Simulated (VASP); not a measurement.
A run of VASP 6.6.1 is set up as follows.

INCAR

```
SYSTEM = GaSb2
PREC     = Accurate       ! precision mode
ENCUT    = 520            ! plane-wave cutoff, eV
EDIFF    = 1E-7           ! SCF threshold, eV
ISMEAR   = 0              ! smearing method
SIGMA    = 0.1            ! smearing width, eV
LREAL    = .False.        ! projectors in reciprocal space
LASPH    = .True.         ! aspherical terms in the spheres
NELM     = 60             ! most SCF steps
ALGO     = Normal         ! electronic algorithm
ISIF     = 2              ! what is computed and relaxed
LWAVE    = .False.        ! write WAVECAR
LCHARG   = .False.        ! write CHGCAR
GGA      = PE             ! functional
NBANDS   = 18             ! bands
```

The input KPOINTS:

```
regular mesh
0
Gamma
  18 18 6
  0 0 0
```

The input POSCAR:

```
GaSb2
1.0
    3.3900922801      0.0000000000      0.0000000000
   -1.6950461401      2.9359060358      0.0000000000
    0.0000000000      0.0000000000      7.8136497560
Ga Sb
1 2
Direct
    0.0000000000      0.0000000000      0.0000000000
    0.3333333333      0.6666666667      0.7132893178
    0.6666666667      0.3333333333      0.2867106822
```

Potentials or basis: VASP PAW PBE potentials, release 64 (Ga_d, Sb).

Run with:

```bash
$ cat potpaw_PBE.64/Ga_d/POTCAR potpaw_PBE.64/Sb/POTCAR > POTCAR
$ mpirun -np 1 vasp_std > vasp.out
```

Problem. Estimate the largest force.

Solution. 0.005 eV/Å.

Problem. Estimate the pressure.

Solution. 0.0 GPa.

Forces in eV/Å, atoms in the order of the input:
```
Ga   0.000  0.000  0.000
Sb   0.000  0.000 -0.005
Sb   0.000  0.000  0.005
```
